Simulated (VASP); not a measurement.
# AlN (Imm2) in VASP: a series of runs

Runs on AlN. Level: PBE. Tasks: single point.

Program: VASP 6.6.1. These are calculated values, not measurements. Logs are shortened: lines on timing, memory, paths and dates and some standing lists are left out, and cuts for length are marked.

## Step 1: The cell of the first run

Symmetry: Imm2, No. 44, orthorhombic system. Conventional cell: a = 3.114 Å, b = 3.114 Å, c = 4.403 Å, α = 90.00°, β = 90.00°, γ = 90.00°. Al (site symmetry mm2) has 4 N at 1.80 to 2.02 Å within 2.4 Å. Within 2.4 Å of N (site symmetry mm2) lie 4 Al at 1.80 to 2.02 Å.

## Step 2: Single point, PBE

Contents of INCAR:

```
SYSTEM = AlN
PREC = Accurate
ENCUT = 600
EDIFF = 1E-6
ISMEAR = 0
SIGMA = 0.05
LREAL = .FALSE.
LASPH = .TRUE.
NELM = 120
ALGO = Normal
ISIF = 2
LWAVE = .FALSE.
LCHARG = .TRUE.
GGA = PE
LELF = .TRUE.
LVHAR = .TRUE.
NBANDS = 11
GGA_COMPAT = .FALSE.
```

Contents of KPOINTS:

```
Automatic mesh
0
G
  10 10 10
  0 0 0
```

Contents of POSCAR:

```
AlN
1.0
    0.0000000000      2.2015871043      2.2015871043
    2.2015871043      0.0000000000      2.2015871043
    2.2015871043      2.2015871043      0.0000000000
Al N
1 1
Direct
    0.0147374575     -0.0147374575     -0.0147374575
    0.7216113889      0.7783886111      0.7783886111
```

Potentials or basis: VASP PAW PBE potentials, release 64 (Al, N).

Launch:

```
> cat potpaw_PBE.64/Al/POTCAR potpaw_PBE.64/N/POTCAR > POTCAR
> mpirun -np 1 vasp_std > vasp.out
```

OUTCAR:

```text
SYSTEM = AlN
   PREC = Accurate
   ENCUT = 600
   EDIFF = 1E-6
   ISMEAR = 0
   LREAL = .FALSE.
   LASPH = .TRUE.
   NELM = 120
   ISIF = 2
   GGA = PE

 ion  position               nearest neighbor table
   1  0.015  0.985  0.985-   2 1.80   2 1.80   2 2.02   2 2.02
   2  0.722  0.778  0.778-   1 1.80   1 1.80   1 2.02   1 2.02

  LATTYP: Found a face centered cubic cell.
 ALAT       =     4.4031742086

  Lattice vectors:

 A1 = (   0.0000000000,   2.2015871043,   2.2015871043)
 A2 = (   2.2015871043,   0.0000000000,   2.2015871043)
 A3 = (   2.2015871043,   2.2015871043,   0.0000000000)

Analysis of symmetry for initial positions (statically):
=====================================================================
 Subroutine PRICEL returns:
 Original cell was already a primitive cell.

 Routine SETGRP: Setting up the symmetry group for a
 face centered cubic supercell.

 Subroutine GETGRP returns: Found  4 space group operations
 (whereof  4 operations were pure point group operations)
 out of a pool of 48 trial point group operations.

The static configuration has the point symmetry C_2v.

Analysis of symmetry for dynamics (positions and initial velocities):
=====================================================================
 Subroutine PRICEL returns:
 Original cell was already a primitive cell.

 Routine SETGRP: Setting up the symmetry group for a
 face centered cubic supercell.

 Subroutine GETGRP returns: Found  4 space group operations
 (whereof  4 operations were pure point group operations)
 out of a pool of 48 trial point group operations.

The dynamic configuration has the point symmetry C_2v.

 Subroutine INISYM returns: Found  4 space group operations
 (whereof  4 operations are pure point group operations),
 and found     1 'primitive' translations

----------------------------------------------------------------------------------------

                                     Primitive cell

  volume of cell :      21.3421

  direct lattice vectors                    reciprocal lattice vectors
     0.000000000  2.201587104  2.201587104    -0.227108888  0.227108888  0.227108888
     2.201587104  0.000000000  2.201587104     0.227108888 -0.227108888  0.227108888
     2.201587104  2.201587104  0.000000000     0.227108888  0.227108888 -0.227108888

  length of vectors
     3.113514342  3.113514342  3.113514342     0.393364134  0.393364134  0.393364134

  position of ions in fractional coordinates (direct lattice)
     0.014737457  0.985262543  0.985262543
     0.721611389  0.778388611  0.778388611

  ion indices of the primitive-cell ions
   primitive index   ion index
                 1           1
                 2           2

----------------------------------------------------------------------------------------

 KPOINTS: Automatic mesh

Automatic generation of k-mesh.
 Grid dimensions read from file:
 generate k-points for:   10   10   10

 Generating k-lattice:

  Cartesian coordinates                     Fractional coordinates (reciprocal lattice)
    -0.022710889  0.022710889  0.022710889     0.100000000  0.000000000  0.000000000
     0.022710889 -0.022710889  0.022710889     0.000000000  0.100000000  0.000000000
     0.022710889  0.022710889 -0.022710889     0.000000000  0.000000000  0.100000000

  Length of vectors
     0.039336413  0.039336413  0.039336413

  Shift w.r.t. Gamma in fractional coordinates (k-lattice)
     0.000000000  0.000000000  0.000000000

 Subroutine IBZKPT returns following result:
 ===========================================

 Found    171 irreducible k-points:

 Following reciprocal coordinates:
            Coordinates               Weight
  0.000000  0.000000  0.000000      1.000000
  0.100000  0.000000  0.000000      4.000000
  0.000000  0.100000  0.000000      4.000000
  0.200000  0.000000  0.000000      4.000000
  0.000000  0.200000  0.000000      4.000000
  0.300000  0.000000  0.000000      4.000000
[... 16 lines left out ...]
  0.000000  0.400000  0.100000      4.000000
  0.100000  0.000000  0.400000      8.000000
 [... further k-points ...]
   k-points           NKPTS =    171   k-points in BZ     NKDIM =    171   number of bands    NBANDS=     11
   number of dos      NEDOS =    301   number of ions     NIONS =      2
   total plane-waves  NPLWV =  21952
   dimension x,y,z NGX =    28 NGY =   28 NGZ =   28
   dimension x,y,z NGXF=    56 NGYF=   56 NGZF=   56
   ions per type =               1   1
   NGX,Y,Z   is equivalent  to a cutoff of  14.95, 14.95, 14.95 a.u.
   NGXF,Y,Z  is equivalent  to a cutoff of  29.90, 29.90, 29.90 a.u.
 SYSTEM =  AlN
   PREC   = accura    normal or accurate (medium, high low for compatibility)
   ISTART =      0    job   : 0-new  1-cont  2-samecut
   ICHARG =      2    charge: 1-file 2-atom 10-const
   ISPIN  =      1    spin polarized calculation?
   LNONCOLLINEAR =      F non collinear calculations
   LSORBIT =      F    spin-orbit coupling
   LASPH  =      T    aspherical Exc in radial PAW
   ENCUT  =  600.0 eV  44.10 Ry    6.64 a.u.   6.22  6.22  6.22*2*pi/ulx,y,z
   NELM   =    120;   NELMIN=  2; NELMDL= -5     # of ELM steps
   EDIFF  = 0.1E-05   stopping-criterion for ELM
   LREAL  =      F    real-space projection
   EDIFFG = 0.1E-04   stopping-criterion for IOM
   NSW    =      0    number of steps for IOM
   IBRION =     -1    ionic relax: 0-MD 1-quasi-New 2-CG
   NFREE  =      0    steps in history (QN), initial steepest desc. (CG)
   ISIF   =      2    stress and relaxation
   ISYM   =      2    0-nonsym 1-usesym 2-fastsym
   POTIM  = 0.5000    time-step for ionic-motion
   TEBEG  =    0.0;   TEEND  =   0.0 temperature during run
   PSTRESS=    0.0 pullay stress
   NELECT =       8.0000    total number of electrons
   NUPDOWN=      -1.0000    fix difference up-down
   EMIN   =  10.00;   EMAX   =-10.00  energy-range for DOS
   EFERMI =   0.00;   METHOD = LEGACY
   ISMEAR =     0;   SIGMA  =   0.05  broadening in eV -4-tet -1-fermi 0-gaus
   EFERMI_NEDOS =   21; number of points for ismear=-14 and -15
   IALGO  =     38    algorithm
   IMIX   =      4    mixing-type and parameters
     AMIX     =   0.40;   BMIX     =  1.00
     AMIX_MAG =   1.60;   BMIX_MAG =  1.00
  volume/ion in A,a.u.               =      10.67        72.01
  Fermi-wavevector in a.u.,A,eV,Ry     =   1.180390  2.230614 18.957286  1.393321
  Thomas-Fermi vector in A             =   2.316684
   LORBIT       =      0    0 simple, 1 ext, 2 COOP (PROOUT), +10 PAW based schemes
   GGA     = PE    functional components
   LHFCALC =     F    Hartree Fock is set to
   AEXX    =    0.0000 exact exchange contribution
   IVDW    =     0    specifies the selected vdW correction
   LEPSILON=     F    determine dielectric tensor
   LRPA    =     F    only Hartree local field effects (RPA)
 non-spin polarized calculation
 Gauss-broadening in eV      SIGMA  =   0.05
  energy-cutoff  :      600.00
  volume of cell :       21.34
 maximum number of plane-waves:       728
 NGX is ok and might be reduce to    28
   NGX = 13   NGY = 13   NGZ = 13

 number of electron       8.0000001 magnetization

 Free energy of the ion-electron system (eV)
  ---------------------------------------------------
  ext. energy  EPLUGINS =         0.00000000
  ---------------------------------------------------
  free energy    TOTEN  =       -14.60627531 eV

  energy without entropy =      -14.60627531  energy(sigma->0) =      -14.60627531

 E-fermi :   6.5101     XC(G=0): -10.8260

 val. band max:        6.1852106820   @ k =   0.0000   0.0000   0.0000
 cond. band min:       9.0124908957   @ k =   0.5000   0.5000   0.0000
 fundamental gap:      2.8272802136
 Fermi energy:         6.5100679912

 k-point     1 :       0.0000    0.0000    0.0000
  band No.  band energies     occupation
      1      -9.1136      2.00000
      2       5.2149      2.00000
      3       5.7669      2.00000
      4       6.1852      2.00000
      5       9.6493      0.00000
      6      18.0100      0.00000
      7      18.1117      0.00000
      8      18.1404      0.00000
      9      23.0396      0.00000
     10      23.1943      0.00000
     11      23.8727      0.00000

 k-point     2 :       0.1000    0.0000    0.0000
  band No.  band energies     occupation
      1      -8.9704      2.00000
      2       4.5807      2.00000
      3       5.6082      2.00000
      4       6.1279      2.00000
      5      10.2574      0.00000
      6      17.5318      0.00000
      7      18.1394      0.00000
      8      18.5160      0.00000
      9      21.7384      0.00000
     10      21.9357      0.00000
     11      24.1234      0.00000

 k-point     3 :       0.0000    0.1000    0.0000
  band No.  band energies     occupation
      1      -8.9731      2.00000
      2       5.1129      2.00000
      3       5.1682      2.00000
      4       5.9194      2.00000
      5      10.3752      0.00000
      6      17.4820      0.00000
      7      18.2748      0.00000
      8      18.2843      0.00000
      9      22.1210      0.00000
     10      22.1448      0.00000
     11      23.4816      0.00000

 k-point     4 :       0.2000    0.0000    0.0000
  band No.  band energies     occupation
      1      -8.5632      2.00000
      2       3.1111      2.00000
      3       5.4524      2.00000
      4       5.9855      2.00000
      5      11.3291      0.00000
      6      16.6980      0.00000
      7      18.0411      0.00000
      8      18.5866      0.00000
      9      21.2552      0.00000
     10      21.2941      0.00000
     11      23.0937      0.00000
[... 239 lines left out ...]
 k-point    22 :       0.4000    0.1000    0.0000
  band No.  band energies     occupation
      1      -7.4717      2.00000
      2       0.7663      2.00000
      3       4.9900      2.00000
      4       5.4198      2.00000
      5      12.6739      0.00000
      6      15.0482      0.00000
      7      17.0008      0.00000
      8      17.9712      0.00000
      9      21.6713      0.00000
     10      24.4819      0.00000
     11      24.8019      0.00000

 k-point    23 :       0.0000    0.4000    0.1000
  band No.  band energies     occupation
      1      -7.5071      2.00000
      2       1.0694      2.00000
      3       4.6170      2.00000
      4       5.2159      2.00000
      5      12.9108      0.00000
      6      15.0908      0.00000
      7      17.0898      0.00000
      8      17.6990      0.00000
      9      22.0406      0.00000
     10      24.3101      0.00000
     11      24.8484      0.00000

 k-point    24 :       0.1000    0.0000    0.4000
  band No.  band energies     occupation
      1      -7.5101      2.00000
      2       1.1015      2.00000
      3       4.5713      2.00000
      4       5.2345      2.00000
      5      12.9114      0.00000
      6      15.0560      0.00000
      7      17.0458      0.00000
      8      17.6571      0.00000
      9      22.2291      0.00000
     10      23.8462      0.00000
     11      25.4892      0.00000

 [... further k-points ...]
[... 5 lines left out ...]
  --------------------------------------------------------------------------------------
  -------------------------------------------------------------------------------------
  Total       -0.0635315      0.7750775      0.7750775      0.0000000      1.6094351      0.0000000
  in kB       -4.7693848     58.1859466     58.1859466      0.0000000    120.8221146      0.0000000
  external PRESSURE =      37.2008361 kB  Pullay stress =       0.0000000 kB

 VOLUME and BASIS-vectors are now :
 -----------------------------------------------------------------------------
  energy-cutoff  :      600.00
  volume of cell :       21.34
      direct lattice vectors                 reciprocal lattice vectors
     0.000000000  2.201587104  2.201587104    -0.227108888  0.227108888  0.227108888
     2.201587104  0.000000000  2.201587104     0.227108888 -0.227108888  0.227108888
     2.201587104  2.201587104  0.000000000     0.227108888  0.227108888 -0.227108888

 POSITION                                       TOTAL-FORCE (eV/Angst)
 -----------------------------------------------------------------------------------
      4.33828      2.20159      2.20159         2.510301      0.000000      0.000000
      3.42738      3.30238      3.30238        -2.510301      0.000000      0.000000
 -----------------------------------------------------------------------------------
    total drift:                               -0.000579     -0.000000     -0.000000

  FREE ENERGIE OF THE ION-ELECTRON SYSTEM (eV)
  ---------------------------------------------------
  free  energy   TOTEN  =       -14.6062753106 eV

  energy  without entropy=      -14.6062753106  energy(sigma->0) =      -14.60627531
```

Run time: 40 s. Hardware: 1 thread of Intel Xeon 6975P-C, shared host; peak memory 0.18 GiB.

Results:

```
Free energy            : -14.6063 eV
Pressure               : 3.7 GPa
Largest force          : 2.510 eV/Å
Band gap on the k mesh : 2.83 eV, indirect (least direct gap 3.46 eV)
```

Forces on the atoms (eV/Å):
```
Al   2.510  0.000  0.000
N   -2.510  0.000  0.000
```

Levels at points of the mesh, in eV from the valence-band top:
```
           k point  band 2  band 3  band 4  band 5  band 6  band 7
(0.00, 0.00, 0.00)   -0.97   -0.42    0.00    3.46   11.82   11.93
(0.50, 0.00, 0.00)   -6.35   -1.02   -0.53    6.53    9.03   10.38
(0.00, 0.50, 0.00)   -6.04   -1.41   -0.74    6.70    9.26   10.37
(0.50, 0.50, 0.00)   -5.31   -2.16   -2.12    2.83    7.81   12.97
(0.00, 0.50, 0.50)   -5.26   -2.58   -1.89    2.90    8.05   12.98
```

Caveat: forces of over 1 eV/Å act on the atoms, so gaps and moduli don't describe the material at rest. A k mesh can miss the band edges.

## Step 3: Single point, PBE

Contents of INCAR:

```
SYSTEM = AlN
  PREC = Accurate
  ENCUT = 600
  EDIFF = 1E-6
  ISMEAR = 0
  SIGMA = 0.05
  LREAL = .FALSE.
  LASPH = .TRUE.
  NELM = 120
  ALGO = Normal
  ISIF = 2
  LWAVE = .FALSE.
  LCHARG = .FALSE.
  GGA = PE
  NBANDS = 11
  ISYM = 0
  GGA_COMPAT = .FALSE.
```

Contents of KPOINTS:

```
Automatic mesh
0
Gamma
  10 10 10
  0.5 0.5 0.5
```

Contents of POSCAR:

```
AlN
1.0
    0.0000000000      2.2015871043      2.2015871043
    2.2015871043      0.0000000000      2.2015871043
    2.2015871043      2.2015871043      0.0000000000
Al N
1 1
Direct
    0.0206324404     -0.0206324404     -0.0206324404
    0.7102559445      0.7897440555      0.7897440555
```

Potentials or basis: VASP PAW PBE potentials, release 64 (Al, N).

Launch:

```
> cat potpaw_PBE.64/Al/POTCAR potpaw_PBE.64/N/POTCAR > POTCAR
> mpirun -np 1 vasp_std > vasp.out
```

It took 5.9 min on 1 thread of Intel Xeon 6975P-C, shared host; peak memory 0.62 GiB.

Results (log left out):

```yaml
Free_energy: -14.3816 eV
Pressure: 7.6 GPa
Largest_force: 3.391 eV/Å
Band_gap_on_the_k_mesh: 2.82 eV, indirect (least direct gap 3.43 eV)
```

Forces in eV/Å, atoms in the order of the input:
```
Al   3.391  0.000  0.000
N   -3.391  0.000  0.000
```

Stress tensor (GPa, compression positive):
```
-0.67  0.00  0.00
 0.00 11.67 17.74
 0.00 17.74 11.67
```

Levels at points of the mesh, in eV from the valence-band top:
```tsv
k point	band 1	band 2	band 3	band 4	band 5	band 6	band 7	band 8	band 9
(0.05, 0.05, 0.05)	-15.40	-1.45	-0.58	0.00	3.43	11.51	11.74	12.14	16.07
```

Caveat: forces of over 1 eV/Å act on the atoms, so gaps and moduli don't describe the material at rest.
